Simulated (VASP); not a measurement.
RbMnSe2, 4 atoms in the cell. Symmetry: I-4m2, No. 119, tetragonal system. Conventional cell: a = 3.624 Å, b = 3.624 Å, c = 12.668 Å, α = 90.00°, β = 90.00°, γ = 90.00°. Within 4.2 Å of Rb (site symmetry -4m2) lie 8 Se at 3.21 Å and 4 Rb at 3.62 Å and 4 Mn at 3.65 Å. Mn (site symmetry -4m2) has 4 Se at 2.19 Å within 2.9 Å. Within 2.9 Å of Se (site symmetry 2mm) lie 2 Mn at 2.19 Å. 

```yaml
Program: VASP 6.6.1
Task: single point
Functional: PBEsol
Potentials_or_basis: VASP PAW PBE potentials, release 64 (Rb_sv, Mn_pv, Se)
Cutoff: 520 eV
k_mesh: 10 × 10 × 10
Occupations: fermi-dirac, width 0.05 eV
Spin: no spin polarisation
Dipole_correction: no
Further_INCAR_settings: ALGO = Normal; EDIFF = 1e-06; NBANDS = 25
```

Potentials or basis: VASP PAW PBE potentials, release 64 (Rb_sv, Mn_pv, Se).

Run with:

```console
$ cat potpaw_PBE.64/Rb_sv/POTCAR potpaw_PBE.64/Mn_pv/POTCAR potpaw_PBE.64/Se/POTCAR > POTCAR
$ mpirun -np 1 vasp_std > vasp.out
```

Hardware: 1 thread of Intel(R) Xeon(R) 6975P-C (Granite Rapids), with other jobs on the host.

Problem. How long does it take, and how much memory?

Solution. It took 5.3 min on 1 thread of Intel(R) Xeon(R) 6975P-C (Granite Rapids), with other jobs on the host, peak memory 0.53 GiB. Counts: scf iterations 14, k points 102.
